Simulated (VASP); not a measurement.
The system is TiAl.

```
CELL_PARAMETERS angstrom
3.20012 0.00000 0.00000
0.00000 3.20012 0.00000
0.00000 0.00000 3.20012
ATOMIC_POSITIONS crystal
Ti 0.00000 0.00000 0.00000
Al 0.50000 0.50000 0.50000
```

Base run:

```yaml
Program: VASP 6.6.1
Functional: r2SCAN
Potentials_or_basis: VASP PAW PBE potentials, release 64 (Ti_sv, Al)
Cutoff: 520 eV
k_mesh: 8 × 8 × 8
Occupations: fermi-dirac, width 0.05 eV
Spin: no spin polarisation
```

Its results: pressure -2.8 GPa.

Question: After a change of settings the same cell gave: pressure -7.6 GPa. Which change was it?
A. functional from r2SCAN to LDA; potentials or basis from VASP PAW PBE potentials, release 64 (Ti_sv, Al) to VASP PAW LDA potentials, release 64 (Ti_sv, Al)
B. functional from r2SCAN to PBE; further incar settings from ALGO = Normal; EDIFF = 1e-06; NBANDS = 14 to ALGO = Normal; EDIFF = 1e-07; NBANDS = 14
C. functional from r2SCAN to PBEsol; further incar settings from ALGO = Normal; EDIFF = 1e-06; NBANDS = 14 to ALGO = Normal; EDIFF = 1e-07; NBANDS = 14
D. further incar settings from ALGO = Normal; EDIFF = 1e-06; NBANDS = 14 to ALGO = Normal; EDIFF = 1e-07; NBANDS = 14

Answer: A.

Caveats: the PAW data sets were made with another functional, which shifts forces and pressure a little (some runs).
